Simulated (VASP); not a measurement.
# CdS (P1) in VASP: single point with PBE

Aim: the single point of CdS with PBE.

Program: VASP 6.6.1. These are calculated values, not measurements. Logs are shortened: lines on timing, memory, paths and dates and some standing lists are left out, and cuts for length are marked.

## (1) The cell of the first run

The typed cell holds 4 atoms: a = 4.135 Å, b = 4.171 Å, c = 6.750 Å, α = 90.41°, β = 91.14°, γ = 120.85°.

## (2) Single point, PBE (equal xy, yz and zx shear strains of -2 %)

The input, INCAR:

```
PREC = Accurate
ENCUT = 520
EDIFF = 1E-6
ISMEAR = -1
SIGMA = 0.01
LREAL = False
LASPH = True
NELM = 60
ALGO = Normal
ISIF = 2
LWAVE = False
LCHARG = False
GGA = PE
NBANDS = 26
```

The input, KPOINTS:

```
Automatic mesh
0
Gamma
  7 7 4
```

The input, POSCAR:

```
CdS
1.0
    4.1347992034     -0.0413479920     -0.0413479920
   -2.1032080132      3.6015151457     -0.0151344155
   -0.0674900000     -0.0674900000      6.7490000000
Cd S
2 2
Direct
    0.3333333333      0.6666666667      0.0000000000
    0.6666666667      0.3333333333      0.5000000000
    0.3333333333      0.6666666667      0.3850000000
    0.6666666667      0.3333333333      0.8850000000
```

Potentials or basis: VASP PAW PBE potentials, release 64 (Cd, S).

The run is started by

```console
$ cat potpaw_PBE.64/Cd/POTCAR potpaw_PBE.64/S/POTCAR > POTCAR
$ mpirun -np 1 vasp_std > vasp.out
```

OUTCAR:

```text
PREC = Accurate
   ENCUT = 520
   EDIFF = 1E-6
   ISMEAR = -1
   LREAL = False
   LASPH = True
   NELM = 60
   ISIF = 2
   GGA = PE

 ion  position               nearest neighbor table
   1  0.333  0.667  0.000-   4 2.47   4 2.53   4 2.54   3 2.60
   2  0.667  0.333  0.500-   3 2.50   3 2.51   3 2.52   4 2.60
   3  0.333  0.667  0.385-   2 2.50   2 2.51   2 2.52   1 2.60
   4  0.667  0.333  0.885-   1 2.47   1 2.53   1 2.54   2 2.60

  LATTYP: Found a triclinic cell.
 ALAT       =     4.0994320569
 B/A-ratio  =     1.0087281861
 C/A-ratio  =     1.6464902388
 COS(alpha) =     0.0198960208
 COS(beta)  =     0.0274156886
 COS(gamma) =     0.4869832429

  Lattice vectors:

 A1 = (   2.0315911902,   3.5601671537,  -0.0564824075)
 A2 = (   4.1347992034,  -0.0413479920,  -0.0413479920)
 A3 = (   0.0674900000,   0.0674900000,  -6.7490000000)

Analysis of symmetry for initial positions (statically):
=====================================================================
 Subroutine PRICEL returns:
 Original cell was already a primitive cell.

 Routine SETGRP: Setting up the symmetry group for a
 triclinic supercell.

 Subroutine GETGRP returns: Found  1 space group operations
 (whereof  1 operations were pure point group operations)
 out of a pool of  2 trial point group operations.

The static configuration has the point symmetry C_1 .

Analysis of symmetry for dynamics (positions and initial velocities):
=====================================================================
 Subroutine PRICEL returns:
 Original cell was already a primitive cell.

 Routine SETGRP: Setting up the symmetry group for a
 triclinic supercell.

 Subroutine GETGRP returns: Found  1 space group operations
 (whereof  1 operations were pure point group operations)
 out of a pool of  2 trial point group operations.

The dynamic configuration has the point symmetry C_1 .

 Subroutine INISYM returns: Found  1 space group operations
 (whereof  1 operations are pure point group operations),
 and found     1 'primitive' translations

----------------------------------------------------------------------------------------

                                     Primitive cell

  volume of cell :      99.8959

  direct lattice vectors                    reciprocal lattice vectors
     4.134799203 -0.041347992 -0.041347992     0.243309290  0.142103631  0.003854129
    -2.103208013  3.601515146 -0.015134415     0.002821418  0.279320422  0.002821418
    -0.067490000 -0.067490000  6.749000000     0.001496970  0.001496970  0.148200039

  length of vectors
     4.135212663  4.170686315  6.749674866     0.281793731  0.279348920  0.148215159

  position of ions in fractional coordinates (direct lattice)
     0.333333333  0.666666667  0.000000000
     0.666666667  0.333333333  0.500000000
     0.333333333  0.666666667  0.385000000
     0.666666667  0.333333333  0.885000000

  ion indices of the primitive-cell ions
   primitive index   ion index
                 1           1
                 2           2
                 3           3
                 4           4

----------------------------------------------------------------------------------------

 KPOINTS: Automatic mesh

Automatic generation of k-mesh.
 Grid dimensions read from file:
 generate k-points for:    7    7    4

 Generating k-lattice:

  Cartesian coordinates                     Fractional coordinates (reciprocal lattice)
     0.034758470  0.020300519  0.000550590     0.142857143  0.000000000 -0.000000000
     0.000403060  0.039902917  0.000403060     0.000000000  0.142857143  0.000000000
     0.000374243  0.000374243  0.037050010    -0.000000000  0.000000000  0.250000000

  Length of vectors
     0.040256247  0.039906989  0.037053790

  Shift w.r.t. Gamma in fractional coordinates (k-lattice)
     0.000000000  0.000000000  0.000000000

 Subroutine IBZKPT returns following result:
 ===========================================

 Found     99 irreducible k-points:

 Following reciprocal coordinates:
            Coordinates               Weight
  0.000000  0.000000  0.000000      1.000000
  0.142857 -0.000000 -0.000000      2.000000
  0.285714 -0.000000 -0.000000      2.000000
  0.428571  0.000000  0.000000      2.000000
  0.000000  0.142857 -0.000000      2.000000
  0.142857  0.142857 -0.000000      2.000000
[... 16 lines left out ...]
 -0.428571  0.428571  0.000000      2.000000
 -0.285714  0.428571 -0.000000      2.000000
 [... further k-points ...]
   k-points           NKPTS =     99   k-points in BZ     NKDIM =     99   number of bands    NBANDS=     26
   number of dos      NEDOS =    301   number of ions     NIONS =      4
   total plane-waves  NPLWV =  51200
   dimension x,y,z NGX =    32 NGY =   32 NGZ =   50
   dimension x,y,z NGXF=    64 NGYF=   64 NGZF=  100
   ions per type =               2   2
   NGX,Y,Z   is equivalent  to a cutoff of  12.86, 12.76, 12.32 a.u.
   NGXF,Y,Z  is equivalent  to a cutoff of  25.73, 25.51, 24.63 a.u.
 SYSTEM =  unknown system
   PREC   = accura    normal or accurate (medium, high low for compatibility)
   ISTART =      0    job   : 0-new  1-cont  2-samecut
   ICHARG =      2    charge: 1-file 2-atom 10-const
   ISPIN  =      1    spin polarized calculation?
   LNONCOLLINEAR =      F non collinear calculations
   LSORBIT =      F    spin-orbit coupling
   LASPH  =      T    aspherical Exc in radial PAW
   ENCUT  =  520.0 eV  38.22 Ry    6.18 a.u.   7.69  7.75 12.55*2*pi/ulx,y,z
   NELM   =     60;   NELMIN=  2; NELMDL= -5     # of ELM steps
   EDIFF  = 0.1E-05   stopping-criterion for ELM
   LREAL  =      F    real-space projection
   EDIFFG = 0.1E-04   stopping-criterion for IOM
   NSW    =      0    number of steps for IOM
   IBRION =     -1    ionic relax: 0-MD 1-quasi-New 2-CG
   NFREE  =      0    steps in history (QN), initial steepest desc. (CG)
   ISIF   =      2    stress and relaxation
   ISYM   =      2    0-nonsym 1-usesym 2-fastsym
   POTIM  = 0.5000    time-step for ionic-motion
   TEBEG  =    0.0;   TEEND  =   0.0 temperature during run
   PSTRESS=    0.0 pullay stress
   NELECT =      36.0000    total number of electrons
   NUPDOWN=      -1.0000    fix difference up-down
   EMIN   =  10.00;   EMAX   =-10.00  energy-range for DOS
   EFERMI =   0.00;   METHOD = LEGACY
   ISMEAR =    -1;   SIGMA  =   0.01  broadening in eV -4-tet -1-fermi 0-gaus
   EFERMI_NEDOS =   21; number of points for ismear=-14 and -15
   IALGO  =     38    algorithm
   IMIX   =      4    mixing-type and parameters
     AMIX     =   0.40;   BMIX     =  1.00
     AMIX_MAG =   1.60;   BMIX_MAG =  1.00
  volume/ion in A,a.u.               =      24.97       168.53
  Fermi-wavevector in a.u.,A,eV,Ry     =   1.165001  2.201533 18.466209  1.357228
  Thomas-Fermi vector in A             =   2.301532
   LORBIT       =      0    0 simple, 1 ext, 2 COOP (PROOUT), +10 PAW based schemes
   GGA     = PE    functional components
   LHFCALC =     F    Hartree Fock is set to
   AEXX    =    0.0000 exact exchange contribution
   IVDW    =     0    specifies the selected vdW correction
   LEPSILON=     F    determine dielectric tensor
   LRPA    =     F    only Hartree local field effects (RPA)
 non-spin polarized calculation
  energy-cutoff  :      520.00
  volume of cell :       99.90
 maximum number of plane-waves:      2713
   NGX = 15   NGY = 15   NGZ = 25

 number of electron      35.9999994 magnetization

 Free energy of the ion-electron system (eV)
  ---------------------------------------------------
  ext. energy  EPLUGINS =         0.00000000
  ---------------------------------------------------
  free energy    TOTEN  =       -12.22929221 eV

  energy without entropy =      -12.22929221  energy(sigma->0) =      -12.22929221

 E-fermi :   1.5214     XC(G=0):  -9.1114

 val. band max:        1.2984300226   @ k =   0.0000   0.0000   0.0000
 cond. band min:       2.4765530456   @ k =   0.0000   0.0000   0.0000
 fundamental gap:      1.1781230230
 Fermi energy:         1.5213753778

 k-point     1 :       0.0000    0.0000    0.0000
  band No.  band energies     occupation
      1     -11.0833      2.00000
      2     -10.6719      2.00000
      3      -6.4599      2.00000
      4      -6.4495      2.00000
      5      -6.3931      2.00000
      6      -6.3827      2.00000
[... 18 lines left out ...]
     25       8.7764      0.00000
     26       9.0413      0.00000

 k-point     2 :       0.1429   -0.0000   -0.0000
  band No.  band energies     occupation
      1     -11.0099      2.00000
      2     -10.6374      2.00000
      3      -6.4199      2.00000
      4      -6.4128      2.00000
      5      -6.3506      2.00000
      6      -6.3434      2.00000
[... 18 lines left out ...]
     25       8.8046      0.00000
     26       9.1738      0.00000

 k-point     3 :       0.2857   -0.0000   -0.0000
  band No.  band energies     occupation
      1     -10.8362      2.00000
      2     -10.5683      2.00000
      3      -6.3471      2.00000
      4      -6.3380      2.00000
      5      -6.2355      2.00000
      6      -6.2294      2.00000
[... 18 lines left out ...]
     25       9.4555      0.00000
     26       9.8680      0.00000

 k-point     4 :       0.4286    0.0000    0.0000
  band No.  band energies     occupation
      1     -10.6784      2.00000
      2     -10.5319      2.00000
      3      -6.3139      2.00000
      4      -6.3085      2.00000
      5      -6.1502      2.00000
      6      -6.1313      2.00000
[... 18 lines left out ...]
     25       9.7596      0.00000
     26      11.0387      0.00000

 k-point     5 :       0.0000    0.1429   -0.0000
  band No.  band energies     occupation
      1     -11.0116      2.00000
      2     -10.6383      2.00000
      3      -6.4266      2.00000
      4      -6.4099      2.00000
      5      -6.3586      2.00000
      6      -6.3384      2.00000
[... 18 lines left out ...]
     25       8.7449      0.00000
     26       9.2619      0.00000

 k-point     6 :       0.1429    0.1429   -0.0000
  band No.  band energies     occupation
      1     -10.8865      2.00000
      2     -10.5862      2.00000
      3      -6.3695      2.00000
      4      -6.3482      2.00000
      5      -6.2851      2.00000
      6      -6.2671      2.00000
[... 427 lines left out ...]
 k-point    21 :       0.2857    0.4286    0.0000
  band No.  band energies     occupation
      1     -10.6156      2.00000
      2     -10.5382      2.00000
      3      -6.3522      2.00000
      4      -6.2218      2.00000
      5      -6.1571      2.00000
      6      -6.1336      2.00000
[... 18 lines left out ...]
     25       9.6272      0.00000
     26      10.5736      0.00000

 k-point    22 :       0.4286    0.4286    0.0000
  band No.  band energies     occupation
      1     -10.6457      2.00000
      2     -10.5345      2.00000
      3      -6.3411      2.00000
      4      -6.2858      2.00000
      5      -6.1704      2.00000
      6      -6.0915      2.00000
[... 18 lines left out ...]
     25      10.1104      0.00000
     26      10.7247      0.00000

 k-point    23 :      -0.4286    0.4286    0.0000
  band No.  band energies     occupation
      1     -10.6970      2.00000
      2     -10.5364      2.00000
      3      -6.3335      2.00000
      4      -6.3263      2.00000
      5      -6.1818      2.00000
      6      -6.1160      2.00000
[... 18 lines left out ...]
     25       9.6949      0.00000
     26      10.8816      0.00000

 k-point    24 :      -0.2857    0.4286   -0.0000
  band No.  band energies     occupation
      1     -10.7331      2.00000
      2     -10.5420      2.00000
      3      -6.3514      2.00000
      4      -6.3057      2.00000
      5      -6.2030      2.00000
      6      -6.1539      2.00000
[... 18 lines left out ...]
     25       9.2941      0.00000
     26      10.2770      0.00000

 [... further k-points ...]

------------------------ aborting loop because EDIFF is reached ----------------------------------------

  FORCE on cell =-STRESS in cart. coord.  units (eV):
  Direction    XX          YY          ZZ          XY          YZ          ZX
  --------------------------------------------------------------------------------------
  -------------------------------------------------------------------------------------
  Total        2.3186527      2.3036641      0.8402398      0.5511394      0.2994218      0.3002258
  in kB       37.1876343     36.9472404     13.4761577      8.8394314      4.8022664      4.8151619
  external PRESSURE =      29.2036775 kB  Pullay stress =       0.0000000 kB

 VOLUME and BASIS-vectors are now :
 -----------------------------------------------------------------------------
  energy-cutoff  :      520.00
  volume of cell :       99.90
      direct lattice vectors                 reciprocal lattice vectors
     4.134799203 -0.041347992 -0.041347992     0.243309290  0.142103631  0.003854129
    -2.103208013  3.601515146 -0.015134415     0.002821418  0.279320422  0.002821418
    -0.067490000 -0.067490000  6.749000000     0.001496970  0.001496970  0.148200039

 POSITION                                       TOTAL-FORCE (eV/Angst)
 -----------------------------------------------------------------------------------
     -0.02387      2.38723     -0.02387         0.234486      0.097146      0.275898
      2.02172      1.13919      3.34189        -0.047297      0.089088      0.269674
     -0.04986      2.36124      2.57449         0.071826     -0.089142     -0.267676
      1.99573      1.11321      5.94025        -0.259015     -0.097091     -0.277896
 -----------------------------------------------------------------------------------
    total drift:                                0.000232      0.000165     -0.000350

  FREE ENERGIE OF THE ION-ELECTRON SYSTEM (eV)
  ---------------------------------------------------
  free  energy   TOTEN  =       -12.2292922110 eV

  energy  without entropy=      -12.2292922110  energy(sigma->0) =      -12.22929221
```

Run time: 3.1 min. Hardware: 1 thread of Intel Xeon 8259CL, shared host; peak memory 0.36 GiB.

What came out:

* Free energy: -12.2293 eV
* Pressure: 2.9 GPa
* Largest force: 0.392 eV/Å
* Band gap on the k mesh: 1.18 eV

Forces on the atoms (eV/Å):
```
Cd   0.234  0.097  0.276
Cd  -0.047  0.089  0.270
S    0.072 -0.089 -0.268
S   -0.259 -0.097 -0.278
```

Caveat: the cell differs from its parent crystal (equal xy, yz and zx shear strains of -2 %).
